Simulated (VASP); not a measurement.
A run of VASP 6.6.1 is set up as follows.

File INCAR:

```
PREC = Accurate ; ENCUT = 520
EDIFF = 1E-6 ; ISMEAR = 0
SIGMA = 0.05 ; LREAL = F
LASPH = T ; NELM = 80
ALGO = Normal ; ISIF = 2
LWAVE = F ; LCHARG = F
GGA = PE ; NBANDS = 11
```

KPOINTS

```
Automatic mesh
0
Gamma
  10 10 10
```

File POSCAR:

```
NaH
1.0
    3.0290021000      0.0000000000      0.0000000000
    0.0000000000      3.0290021000      0.0000000000
    0.0000000000      0.0000000000      3.1028802000
Na H
1 1
Direct
    0.0000000000      0.0000000000      0.0000000000
    0.5000000000      0.5000000000      0.5000000000
```

Potentials or basis: VASP PAW PBE potentials, release 64 (Na_pv, H).

The run is started by

```sh
$ cat potpaw_PBE.64/Na_pv/POTCAR potpaw_PBE.64/H/POTCAR > POTCAR
$ mpirun -np 1 vasp_std > vasp.out
```

Q: What does it give for the pressure?

A: -1.8 GPa.

Q: Estimate the band gap on the k mesh.

A: 0.88 eV, indirect (least direct gap 4.10 eV).

Stress tensor (GPa, compression positive):
```
-1.04  0.00  0.00
 0.00 -1.04  0.00
 0.00  0.00 -3.44
```

Caveat: the cell differs from its parent crystal (strain +0.025 along x and y, +0.050 along z). A k mesh can miss the band edges.
